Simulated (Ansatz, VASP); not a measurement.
## Ti3B6N in VASP and in Ansatz

The input INCAR:

```
PREC = Accurate
ENCUT = 520
EDIFF = 1E-6
ISMEAR = 0
SIGMA = 0.1
LREAL = F
LASPH = T
NELM = 100
ALGO = Normal
ISIF = 2
LWAVE = F
LCHARG = F
LDIPOL = T
IDIPOL = 3
DIPOL = 0.5 0.5 0.309
GGA = PE
NBANDS = 40
```

Contents of KPOINTS:

```
Automatic mesh
0
Gamma
  9 7 1
```

The input POSCAR:

```
Ti3B6N
1.0
    3.0321012950      0.0000000000      0.0000000000
   -1.5160506475      4.1575960387      0.0000000000
    0.0000000000      0.0000000000     21.6365012870
B Ti N
6 3 1
Direct
    0.4162083558      0.8324167117      0.1848727734
    0.9826916982      0.9653833964      0.2162373473
    0.1156583829      0.2313167658      0.2789664953
    0.6841555002      0.3682035919      0.3103241285
    0.8188849641      0.6374753617      0.3780133493
    0.3948399341      0.7893602615      0.3991634864
    0.6994500270      0.3989000541      0.2005550604
    0.3994230469      0.7987873805      0.2937076121
    0.0978377712      0.1958824013      0.3870006528
    1.2698399341      1.6643602615      0.4458438617
```

Input for Ansatz:

```yaml
crystal:
  lattice:
    - [3.032101295, 0.0, 0.0]
    - [-1.5160506475, 4.1575960387, 0.0]
    - [0.0, 0.0, 21.636501287]
  atoms:
    - { symbol: B, position: [0.4162083558, 0.8324167117, 0.1848727734] }
    - { symbol: Ti, position: [0.699450027, 0.3989000541, 0.2005550604] }
    - { symbol: B, position: [0.9826916982, 0.9653833964, 0.2162373473] }
    - { symbol: B, position: [0.1156583829, 0.2313167658, 0.2789664953] }
    - { symbol: Ti, position: [0.3994230469, 0.7987873805, 0.2937076121] }
    - { symbol: B, position: [0.6841555002, 0.3682035919, 0.3103241285] }
    - { symbol: B, position: [0.8188849641, 0.6374753617, 0.3780133493] }
    - { symbol: Ti, position: [0.0978377712, 0.1958824013, 0.3870006528] }
    - { symbol: B, position: [0.3948399341, 0.7893602615, 0.3991634864] }
    - { symbol: "N", position: [1.2698399341, 1.6643602615, 0.4458438617] }
basis:
  ecutwfc: 420
kpoints:
  mp_grid: { grid: [9, 7, 1] }
hamiltonian:
  xc: pbe
scf:
  occupations: { method: gaussian, width: 0.1 }
output:
  forces: true
  eigenvalues: true
efield:
  axis: 3
  dipole_correction: true
  ramp_width: 0.04
```

Alike in both runs: task single point; functional PBE; k mesh 9 × 7 × 1; occupations gaussian, width 0.1 eV; no spin polarisation.

```csv
,VASP,Ansatz
version,VASP 6.6.1,Ansatz 0.2.0
potentials or method,"VASP PAW PBE potentials, release 64 (B, Ti_sv, N), cutoff 520 eV","scalar-relativistic, plane waves, PAW"
valence electrons in the cell,59,59
```

|  | VASP | Ansatz | Ansatz less VASP |
| --- | --- | --- | --- |
| gap on the k mesh at the Fermi level (eV) | none | none | - |
| rms of the force components (eV/Å) | 4.636 | 4.576 | -0.0604 |

A gap of «none» marks a metal or a gap that the smearing closes.
